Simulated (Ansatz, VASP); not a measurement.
**Two plane-wave programs on W**

The input INCAR:

```
SYSTEM = W
PREC = Accurate
ENCUT = 520
EDIFF = 1E-6
ISMEAR = -1
SIGMA = 0.1
LREAL = .FALSE.
LASPH = .TRUE.
NELM = 100
ALGO = Normal
ISIF = 2
LWAVE = .FALSE.
LCHARG = .TRUE.
LDIPOL = .TRUE.
IDIPOL = 3
DIPOL = 0.5 0.5 0.500
GGA = PE
LELF = .TRUE.
LVHAR = .TRUE.
LVACPOTAV = .TRUE.
NBANDS = 36
```

Contents of KPOINTS:

```
Automatic mesh
0
G
  13 13 1
  0 0 0
```

POSCAR

```
W
1.0
    2.7570193918      0.0000000000      0.0000000000
   -0.9190064639      2.5993428104      0.0000000000
    0.0000000000      0.0000000000     22.7533000000
W
4
Direct
    0.2500000000      0.2500000000      0.3515975546
    0.7500000000      0.7500000000      0.4505325178
    0.2500000000      0.2500000000      0.5494674816
    0.7500000000      0.7500000000      0.6484024454
```

Input for Ansatz:

```yaml
crystal:
  lattice:
    - [2.7570193918, 0.0, 0.0]
    - [-0.9190064639, 2.5993428104, 0.0]
    - [0.0, 0.0, 22.7533]
  atoms:
    - { symbol: W, position: [0.25, 0.25, 0.3515975546] }
    - { symbol: W, position: [0.75, 0.75, 0.4505325178] }
    - { symbol: W, position: [0.25, 0.25, 0.5494674816] }
    - { symbol: W, position: [0.75, 0.75, 0.6484024454] }
kpoints:
  mp_grid: { grid: [13, 13, 1] }
scf:
  occupations: { method: fermi_dirac, width: 0.1 }
hamiltonian:
  xc: pbe
  pseudopotentials: { kind: paw }
output:
  forces: true
  stress: true
  eigenvalues: true
  populations: true
efield:
  axis: 3
  amplitude: 0
  dipole_correction: true
```

Alike in both runs: task single point; functional PBE; k mesh 13 × 13 × 1; occupations fermi-dirac, width 0.1 eV; no spin polarisation.

|  | VASP | Ansatz |
| --- | --- | --- |
| version | VASP 6.6.1 | Ansatz 0.2.0 |
| potentials or method | VASP PAW PBE potentials, release 64 (W_sv) | PAW with Ansatz's default frozen-core files, scalar-relativistic |
| plane-wave cutoff (eV) | 520 | 420 |
| valence electrons in the cell | 56 | 56 |

```tsv
	VASP	Ansatz	Ansatz less VASP
rms of the force components (eV/Å)	0.386	0.390	+0.0044
```

Atom by atom the forces differ by 0.010 eV/Å (rms over components).

Spin-orbit coupling is off throughout.
